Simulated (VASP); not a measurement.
WS2 (Tungstenite), 6 atoms in the cell. Symmetry: P6_3/mmc, No. 194, hexagonal system. The conventional cell has a = 3.180 Å, b = 3.180 Å, c = 12.500 Å, α = 90.00°, β = 90.00°, γ = 120.00°. Within 3.2 Å of W (site symmetry -6m2) lie 6 S at 2.41 Å and 6 W at 3.18 Å. Within 3.2 Å of S (site symmetry 3m) lie 3 W at 2.41 Å and 7 S at 3.12 to 3.18 Å. 

```yaml
Program: VASP 6.6.1
Task: single point
Functional: PBEsol
Potentials_or_basis: VASP PAW PBE potentials, release 64 (W_sv, S)
Cutoff: 520 eV
k_mesh: 10 × 10 × 3
Occupations: fermi-dirac, width 0.05 eV
Spin: no spin polarisation
Hubbard_terms: W d U = 8.0 eV
Dipole_correction: no
Further_INCAR_settings: ALGO = Normal; EDIFF = 1e-07; NBANDS = 35
```

Potentials or basis: VASP PAW PBE potentials, release 64 (W_sv, S).

Run with:

```console
$ cat potpaw_PBE.64/W_sv/POTCAR potpaw_PBE.64/S/POTCAR > POTCAR
$ mpirun -np 1 vasp_std > vasp.out
```

Hardware: 1 thread of AMD EPYC 9R45 96-Core Processor (Zen 5), with other jobs on the host.

Task: Estimate the wall time of this run.

Result: It took 73 s on 1 thread of AMD EPYC 9R45 96-Core Processor (Zen 5), on a shared host, peak memory 0.24 GiB. Counts: scf iterations 18, k points 28.
